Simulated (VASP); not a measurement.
# SrTiO3 (Pm-3m) in VASP: density of states with PBE

Aim: the density of states of SrTiO3 with PBE.

Program: VASP 6.6.1. These are calculated values, not measurements. Logs are shortened: lines on timing, memory, paths and dates and some standing lists are left out, and cuts for length are marked.

## Step 1: The cell of the first run

Symmetry: Pm-3m, No. 221, cubic system. The conventional cell has a = 3.905 Å, b = 3.905 Å, c = 3.905 Å, α = 90.00°, β = 90.00°, γ = 90.00°. Sr (site symmetry m-3m) has 12 O at 2.76 Å and 8 Ti at 3.38 Å within 3.6 Å. Within 2.6 Å of Ti (site symmetry m-3m) lie 6 O at 1.95 Å. Within 2.6 Å of O (site symmetry 4/mmm) lie 2 Ti at 1.95 Å.

## Step 2: Density of states, PBE

Contents of POSCAR:

```
SrTiO3
1.0
    3.9052800000      0.0000000000      0.0000000000
    0.0000000000      3.9052800000      0.0000000000
    0.0000000000      0.0000000000      3.9052800000
Sr Ti O
1 1 3
Direct
    0.5000000000      0.5000000000      0.5000000000
    0.0000000000      0.0000000000      0.0000000000
    0.5000000000      0.0000000000      0.0000000000
    0.0000000000      0.5000000000      0.0000000000
    0.0000000000      0.0000000000      0.5000000000
```

Contents of INCAR.step1:

```
PREC     = Accurate       # precision mode
ENCUT    = 520            # plane-wave cutoff, eV
EDIFF    = 1E-6           # SCF threshold, eV
ISMEAR   = 0              # smearing method
SIGMA    = 0.05           # smearing width, eV
LREAL    = False          # projectors in reciprocal space
LASPH    = True           # aspherical terms in the spheres
NELM     = 80             # most SCF steps
ALGO     = Normal         # electronic algorithm
ISIF     = 2              # what is computed and relaxed
LWAVE    = False          # write WAVECAR
LCHARG   = True           # write CHGCAR
LMAXMIX  = 4              # l up to which the mixer works
GGA      = PE             # functional
NBANDS   = 28             # bands
```

Contents of KPOINTS.step1:

```
regular mesh
0
Gamma
  6 6 6
```

Contents of INCAR.step2:

```
PREC     = Accurate       # precision mode
ENCUT    = 520            # plane-wave cutoff, eV
EDIFF    = 1E-6           # SCF threshold, eV
ISMEAR   = -5             # smearing method
SIGMA    = 0.05           # smearing width, eV
LREAL    = False          # projectors in reciprocal space
LASPH    = True           # aspherical terms in the spheres
NELM     = 80             # most SCF steps
ALGO     = Normal         # electronic algorithm
ISIF     = 2              # what is computed and relaxed
LWAVE    = False          # write WAVECAR
LCHARG   = False          # write CHGCAR
LMAXMIX  = 4              # l up to which the mixer works
GGA      = PE             # functional
LORBIT   = 10             # projections on sites
NEDOS    = 2001           # points of the DOS
ICHARG   = 11             # starting density
```

Contents of KPOINTS.step2:

```
regular mesh
0
Gamma
  9 9 9
```

Potentials or basis: VASP PAW PBE potentials, release 64 (Sr_sv, Ti_sv, O).

Command:

```sh
cat potpaw_PBE.64/Sr_sv/POTCAR potpaw_PBE.64/Ti_sv/POTCAR potpaw_PBE.64/O/POTCAR > POTCAR
cp INCAR.step1 INCAR
cp KPOINTS.step1 KPOINTS
mpirun -np 1 vasp_std > vasp.out
cp INCAR.step2 INCAR
cp KPOINTS.step2 KPOINTS
mpirun -np 1 vasp_std > vasp.out
```

OUTCAR:

```text
PREC = Accurate
   ENCUT = 520
   EDIFF = 1E-6
   ISMEAR = -5
   LREAL = False
   LASPH = True
   NELM = 80
   ISIF = 2
   GGA = PE
   LORBIT = 10
   ICHARG = 11

 ion  position               nearest neighbor table
   1  0.500  0.500  0.500-   3 2.76   4 2.76   5 2.76   3 2.76   4 2.76   3 2.76   5 2.76   3 2.76
                             4 2.76   5 2.76   4 2.76   5 2.76   2 3.38   2 3.38   2 3.38   2 3.38
   2  0.000  0.000  0.000-   3 1.95   4 1.95   5 1.95   5 1.95   4 1.95   3 1.95   1 3.38   1 3.38
                             1 3.38   1 3.38   1 3.38   1 3.38   1 3.38   1 3.38
   3  0.500  0.000  0.000-   2 1.95   2 1.95   1 2.76   1 2.76   1 2.76   1 2.76
   4  0.000  0.500  0.000-   2 1.95   2 1.95   1 2.76   1 2.76   1 2.76   1 2.76
   5  0.000  0.000  0.500-   2 1.95   2 1.95   1 2.76   1 2.76   1 2.76   1 2.76

  LATTYP: Found a simple cubic cell.
 ALAT       =     3.9052800000

  Lattice vectors:

 A1 = (   3.9052800000,   0.0000000000,   0.0000000000)
 A2 = (   0.0000000000,   3.9052800000,   0.0000000000)
 A3 = (   0.0000000000,   0.0000000000,   3.9052800000)

Analysis of symmetry for initial positions (statically):
=====================================================================
 Subroutine PRICEL returns:
 Original cell was already a primitive cell.

 Routine SETGRP: Setting up the symmetry group for a
 simple cubic supercell.

 Subroutine GETGRP returns: Found 48 space group operations
 (whereof 48 operations were pure point group operations)
 out of a pool of 48 trial point group operations.

The static configuration has the point symmetry O_h .

Analysis of symmetry for dynamics (positions and initial velocities):
=====================================================================
 Subroutine PRICEL returns:
 Original cell was already a primitive cell.

 Routine SETGRP: Setting up the symmetry group for a
 simple cubic supercell.

 Subroutine GETGRP returns: Found 48 space group operations
 (whereof 48 operations were pure point group operations)
 out of a pool of 48 trial point group operations.

The dynamic configuration has the point symmetry O_h .

 Subroutine INISYM returns: Found 48 space group operations
 (whereof 48 operations are pure point group operations),
 and found     1 'primitive' translations

----------------------------------------------------------------------------------------

                                     Primitive cell

  volume of cell :      59.5603

  direct lattice vectors                    reciprocal lattice vectors
     3.905280000  0.000000000  0.000000000     0.256063586  0.000000000  0.000000000
     0.000000000  3.905280000  0.000000000     0.000000000  0.256063586  0.000000000
     0.000000000  0.000000000  3.905280000     0.000000000  0.000000000  0.256063586

  length of vectors
     3.905280000  3.905280000  3.905280000     0.256063586  0.256063586  0.256063586

  position of ions in fractional coordinates (direct lattice)
     0.500000000  0.500000000  0.500000000
     0.000000000  0.000000000  0.000000000
     0.500000000  0.000000000  0.000000000
     0.000000000  0.500000000  0.000000000
     0.000000000  0.000000000  0.500000000

  ion indices of the primitive-cell ions
   primitive index   ion index
                 1           1
                 2           2
                 3           3
                 4           4
                 5           5

----------------------------------------------------------------------------------------

 KPOINTS: regular mesh

Automatic generation of k-mesh.
 Grid dimensions read from file:
 generate k-points for:    9    9    9

 Generating k-lattice:

  Cartesian coordinates                     Fractional coordinates (reciprocal lattice)
     0.028451510  0.000000000  0.000000000     0.111111111  0.000000000  0.000000000
     0.000000000  0.028451510  0.000000000     0.000000000  0.111111111  0.000000000
     0.000000000  0.000000000  0.028451510     0.000000000  0.000000000  0.111111111

  Length of vectors
     0.028451510  0.028451510  0.028451510

  Shift w.r.t. Gamma in fractional coordinates (k-lattice)
     0.000000000  0.000000000  0.000000000

 TETIRR: Found    353 inequivalent tetrahedra from     4374

 Subroutine IBZKPT returns following result:
 ===========================================

 Found     35 irreducible k-points:

 Following reciprocal coordinates:
            Coordinates               Weight
  0.000000  0.000000  0.000000      1.000000
  0.111111  0.000000  0.000000      6.000000
  0.222222  0.000000  0.000000      6.000000
  0.333333  0.000000  0.000000      6.000000
  0.444444  0.000000  0.000000      6.000000
  0.111111  0.111111  0.000000     12.000000
[... 16 lines left out ...]
  0.333333  0.333333  0.111111     24.000000
  0.444444  0.333333  0.111111     48.000000
 [... further k-points ...]
   k-points           NKPTS =     35   k-points in BZ     NKDIM =     35   number of bands    NBANDS=     24
   number of dos      NEDOS =   2001   number of ions     NIONS =      5
   total plane-waves  NPLWV =  27000
   dimension x,y,z NGX =    30 NGY =   30 NGZ =   30
   dimension x,y,z NGXF=    60 NGYF=   60 NGZF=   60
   ions per type =               1   1   3
   NGX,Y,Z   is equivalent  to a cutoff of  12.77, 12.77, 12.77 a.u.
   NGXF,Y,Z  is equivalent  to a cutoff of  25.54, 25.54, 25.54 a.u.
 SYSTEM =  unknown system
   PREC   = accura    normal or accurate (medium, high low for compatibility)
   ISTART =      0    job   : 0-new  1-cont  2-samecut
   ICHARG =     11    charge: 1-file 2-atom 10-const
   ISPIN  =      1    spin polarized calculation?
   LNONCOLLINEAR =      F non collinear calculations
   LSORBIT =      F    spin-orbit coupling
   LASPH  =      T    aspherical Exc in radial PAW
   ENCUT  =  520.0 eV  38.22 Ry    6.18 a.u.   7.26  7.26  7.26*2*pi/ulx,y,z
   NELM   =     80;   NELMIN=  2; NELMDL=  0     # of ELM steps
   EDIFF  = 0.1E-05   stopping-criterion for ELM
   LREAL  =      F    real-space projection
   EDIFFG = 0.1E-04   stopping-criterion for IOM
   NSW    =      0    number of steps for IOM
   IBRION =     -1    ionic relax: 0-MD 1-quasi-New 2-CG
   NFREE  =      0    steps in history (QN), initial steepest desc. (CG)
   ISIF   =      2    stress and relaxation
   ISYM   =      2    0-nonsym 1-usesym 2-fastsym
   POTIM  = 0.5000    time-step for ionic-motion
   TEBEG  =    0.0;   TEEND  =   0.0 temperature during run
   PSTRESS=    0.0 pullay stress
   NELECT =      40.0000    total number of electrons
   NUPDOWN=      -1.0000    fix difference up-down
   EMIN   =  10.00;   EMAX   =-10.00  energy-range for DOS
   EFERMI =   0.00;   METHOD = LEGACY
   ISMEAR =    -5;   SIGMA  =   0.05  broadening in eV -4-tet -1-fermi 0-gaus
   EFERMI_NEDOS =   21; number of points for ismear=-14 and -15
   IALGO  =     38    algorithm
   IMIX   =      4    mixing-type and parameters
     AMIX     =   0.40;   BMIX     =  1.00
     AMIX_MAG =   1.60;   BMIX_MAG =  1.00
  volume/ion in A,a.u.               =      11.91        80.39
  Fermi-wavevector in a.u.,A,eV,Ry     =   1.433648  2.709203 27.964703  2.055348
  Thomas-Fermi vector in A             =   2.553143
   LORBIT       =     10    0 simple, 1 ext, 2 COOP (PROOUT), +10 PAW based schemes
   GGA     = PE    functional components
   LHFCALC =     F    Hartree Fock is set to
   AEXX    =    0.0000 exact exchange contribution
   IVDW    =     0    specifies the selected vdW correction
   LEPSILON=     F    determine dielectric tensor
   LRPA    =     F    only Hartree local field effects (RPA)
 non-spin polarized calculation
 Fermi weights with tetrahedron method with Bloechl corrections
  energy-cutoff  :      520.00
  volume of cell :       59.56
 maximum number of plane-waves:      1623
 NGX is ok and might be reduce to    30

 number of electron      40.0000005 magnetization

 Free energy of the ion-electron system (eV)
  ---------------------------------------------------
  ext. energy  EPLUGINS =         0.00000000
  ---------------------------------------------------
  free energy    TOTEN  =       -40.07710475 eV

  energy without entropy =      -40.07710475  energy(sigma->0) =      -40.07710475

 E-fermi :   4.1252     XC(G=0): -11.2698

 val. band max:        4.1242860534   @ k =   0.4444   0.4444   0.4444
 cond. band min:       6.0186342507   @ k =   0.0000   0.0000   0.0000
 fundamental gap:      1.8943481973
 Fermi energy:         4.1251853160

 k-point     1 :       0.0000    0.0000    0.0000
  band No.  band energies     occupation
      1     -52.3027      2.00000
      2     -28.6271      2.00000
      3     -28.5487      2.00000
      4     -28.5487      2.00000
      5     -28.5487      2.00000
      6     -13.2638      2.00000
[... 16 lines left out ...]
     23       6.0186      0.00000
     24       8.4669      0.00000

 k-point     2 :       0.1111    0.0000    0.0000
  band No.  band energies     occupation
      1     -52.3025      2.00000
      2     -28.6422      2.00000
      3     -28.5484      2.00000
      4     -28.5484      2.00000
      5     -28.5393      2.00000
      6     -13.2676      2.00000
[... 16 lines left out ...]
     23       6.3030      0.00000
     24       8.4699      0.00000

 k-point     3 :       0.2222    0.0000    0.0000
  band No.  band energies     occupation
      1     -52.3020      2.00000
      2     -28.6734      2.00000
      3     -28.5475      2.00000
      4     -28.5475      2.00000
      5     -28.5221      2.00000
      6     -13.3136      2.00000
[... 16 lines left out ...]
     23       6.9153      0.00000
     24       8.4752      0.00000
[... 514 lines left out ...]
 k-point    23 :       0.3333    0.3333    0.1111
  band No.  band energies     occupation
      1     -52.3002      2.00000
      2     -28.6620      2.00000
      3     -28.6002      2.00000
      4     -28.5545      2.00000
      5     -28.5284      2.00000
      6     -12.9818      2.00000
[... 16 lines left out ...]
     23       7.9614      0.00000
     24       9.7204      0.00000

 k-point    24 :       0.4444    0.3333    0.1111
  band No.  band energies     occupation
      1     -52.2999      2.00000
      2     -28.6577      2.00000
      3     -28.6009      2.00000
      4     -28.5530      2.00000
      5     -28.5435      2.00000
      6     -12.9010      2.00000
[... 16 lines left out ...]
     23       8.1928      0.00000
     24       9.7751      0.00000

 [... further k-points ...]

------------------------ aborting loop because EDIFF is reached ----------------------------------------

  FORCE on cell =-STRESS in cart. coord.  units (eV):
  Direction    XX          YY          ZZ          XY          YZ          ZX
  --------------------------------------------------------------------------------------
  -------------------------------------------------------------------------------------
  Total        1.8320355      1.8320355      1.8320355     -0.0000000      0.0000000     -0.0000000
  in kB       49.2819557     49.2819557     49.2819557     -0.0000000      0.0000000     -0.0000000
  external PRESSURE =      49.2819557 kB  Pullay stress =       0.0000000 kB

 VOLUME and BASIS-vectors are now :
 -----------------------------------------------------------------------------
  energy-cutoff  :      520.00
  volume of cell :       59.56
      direct lattice vectors                 reciprocal lattice vectors
     3.905280000  0.000000000  0.000000000     0.256063586  0.000000000  0.000000000
     0.000000000  3.905280000  0.000000000     0.000000000  0.256063586  0.000000000
     0.000000000  0.000000000  3.905280000     0.000000000  0.000000000  0.256063586

 POSITION                                       TOTAL-FORCE (eV/Angst)
 -----------------------------------------------------------------------------------
      1.95264      1.95264      1.95264         0.000000      0.000000      0.000000
      0.00000      0.00000      0.00000         0.000000      0.000000      0.000000
      1.95264      0.00000      0.00000         0.000000      0.000000      0.000000
      0.00000      1.95264      0.00000         0.000000      0.000000      0.000000
      0.00000      0.00000      1.95264         0.000000      0.000000      0.000000
 -----------------------------------------------------------------------------------
    total drift:                                0.000000     -0.000000      0.000000

  FREE ENERGIE OF THE ION-ELECTRON SYSTEM (eV)
  ---------------------------------------------------
  free  energy   TOTEN  =       -40.0771047459 eV

  energy  without entropy=      -40.0771047459  energy(sigma->0) =      -40.07710475

 total charge

# of ion       s       p       d       tot
------------------------------------------
    1        1.999   5.796   0.202   7.997
    2        2.231   6.320   1.761  10.313
    3        1.565   3.493   0.000   5.058
    4        1.565   3.493   0.000   5.058
    5        1.565   3.493   0.000   5.058
--------------------------------------------------
tot          8.924  22.597   1.963  33.483
```

It took 34 s on 1 thread of Intel Xeon 6975P-C (Granite Rapids), shared host; peak memory 0.19 GiB.

What came out:

```
Valence electrons inside the program's atomic spheres : Sr 8.00; Ti 10.31; O 5.06
```

Levels at points of the mesh, in eV from the valence-band top:
| k point | band 16 | band 17 | band 18 | band 19 | band 20 | band 21 | band 22 | band 23 | band 24 |
| --- | --- | --- | --- | --- | --- | --- | --- | --- | --- |
| (0.00, 0.00, 0.00) | -1.13 | -1.13 | -0.32 | -0.32 | -0.32 | 1.89 | 1.89 | 1.89 | 4.34 |
